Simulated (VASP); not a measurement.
# P: single point with PBEsol+D3(BJ)

Crystal: P.

```xyz
2
Lattice="3.5160 -0.0612 -0.0419 1.9443 2.9301 -0.0419 1.9443 1.0216 2.7466" Properties=species:S:1:pos:R:3 pbc="T T T"
P     1.7289    0.9084    0.6217
P     5.6758    2.9822    2.0411
```

```
Program                : VASP 6.6.1
Task                   : single point
Functional             : PBEsol
Dispersion             : D3(BJ)
Potentials or basis    : VASP PAW PBE potentials, release 64 (P)
Cutoff                 : 520 eV
k mesh                 : 6 × 6 × 6
Occupations            : fermi-dirac, width 0.05 eV
Spin                   : no spin polarisation
Dipole correction      : no
Further INCAR settings : ALGO = Normal; EDIFF = 1e-06; NBANDS = 12
```

- Pressure: 0.1 GPa
- Largest force: 0.035 eV/Å
- Band gap on the k mesh: zero (bands 5 and 6 overlap by 1.01 eV)
- Dispersion energy per atom: -0.391 eV

Forces in eV/Å, atoms in the order of the input:
```
P   -0.030 -0.016 -0.011
P    0.030  0.016  0.011
```

Levels at points of the mesh, in eV from the Fermi level:
```csv
k point,band 1,band 2,band 3,band 4,band 5,band 6,band 7,band 8,band 9,band 10
"(0.00, 0.00, 0.00)",-17.37,-3.16,-2.84,-2.84,-2.34,2.06,3.17,3.17,5.38,5.38
"(0.50, 0.00, 0.00)",-13.45,-12.63,-3.47,-3.11,-1.20,-0.31,0.29,0.68,9.93,10.69
"(0.50, 0.50, 0.00)",-13.07,-10.12,-7.44,-6.00,-5.85,-0.20,7.17,7.95,8.97,9.83
"(0.50, 0.50, 0.50)",-14.53,-12.01,-2.69,-2.69,-0.75,-0.75,0.56,2.21,9.75,10.22
```

Run time: 15 s on 1 thread of Intel Xeon 8259CL, on a shared host, peak memory 0.15 GiB.

Caveat: the k points lie up to 0.38 Å⁻¹ apart, too coarse for converged energies and pressures of a metal; the PAW data sets were made with another functional, which shifts forces and pressure a little.
